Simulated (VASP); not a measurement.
Wanted: the native input for a VASP 6.6.1 run.

| Property | Result |
| --- | --- |
| Task | relaxation of cell and atoms |
| Functional | PBE |
| Potentials or basis | VASP PAW PBE potentials, release 64 (Pt, C) |
| Cutoff | 600 eV |
| k mesh | 6 × 6 × 6 |
| Occupations | gaussian, width 0.1 eV |
| Spin | no spin polarisation |
| Dipole correction | no |
| Further INCAR settings | ALGO = Normal; EDIFF = 1e-06; IBRION = 2; EDIFFG = -0.04; NSW = 90; ISIF = 3 |

The structure of PtC3 lies in POSCAR:

```
PtC3
1.0
    3.3209655736      0.0000000000      0.0000000000
    0.0000000000      3.3209655736      0.0000000000
    0.0000000000      0.0000000000      3.2868306826
Pt C
1 3
Direct
    0.0000000000      0.0000000000      0.0000000000
    0.0000000000      0.5000000000      0.5000000000
    0.5000000000      0.0000000000      0.5000000000
    0.5000000000      0.5000000000      0.0000000000
```

The input as run:

INCAR

```
SYSTEM = PtC3
ALGO = Normal
EDIFF = 1E-6
EDIFFG = -0.04
ENCUT = 600
GGA = PE
IBRION = 2
ISIF = 3
ISMEAR = 0
LASPH = .TRUE.
LCHARG = .FALSE.
LREAL = .FALSE.
LWAVE = .FALSE.
NELM = 100
NSW = 90
PREC = Accurate
SIGMA = 0.1
```

KPOINTS

```
k-points
0
G
  6 6 6
  0 0 0
```

Potentials or basis: VASP PAW PBE potentials, release 64 (Pt, C).

Command:

```sh
$ cat potpaw_PBE.64/Pt/POTCAR potpaw_PBE.64/C/POTCAR > POTCAR
$ mpirun -np 1 vasp_std > vasp.out
```

It gave:

| Item | Value |
| --- | --- |
| Relaxed volume | 9.57 Å³/atom |
| Relaxed cell | a = 3.660 Å, b = 3.660 Å, c = 2.860 Å, α = 90.00°, β = 90.00°, γ = 90.00° |
| Space group after relaxing (to 0.05 Å) | P4/mmm (No. 123) |
| Energy gained by relaxing | 74.6 meV/atom |
| Ionic steps | 10 |
| Pressure after relaxing | 0.4 GPa |
| Band gap on the k mesh | zero (band 11 reaches 10.03 eV, above the bottom of band 12 at 8.04 eV) |

Caveat: spin-orbit coupling is left out, which moves the levels of the heavy elements.

Wall time 2.4 min on 1 thread of Intel(R) Xeon(R) Platinum 8259CL CPU @ 2.50GHz (Skylake/Cascade Lake) (shared host), peak memory 0.18 GiB.
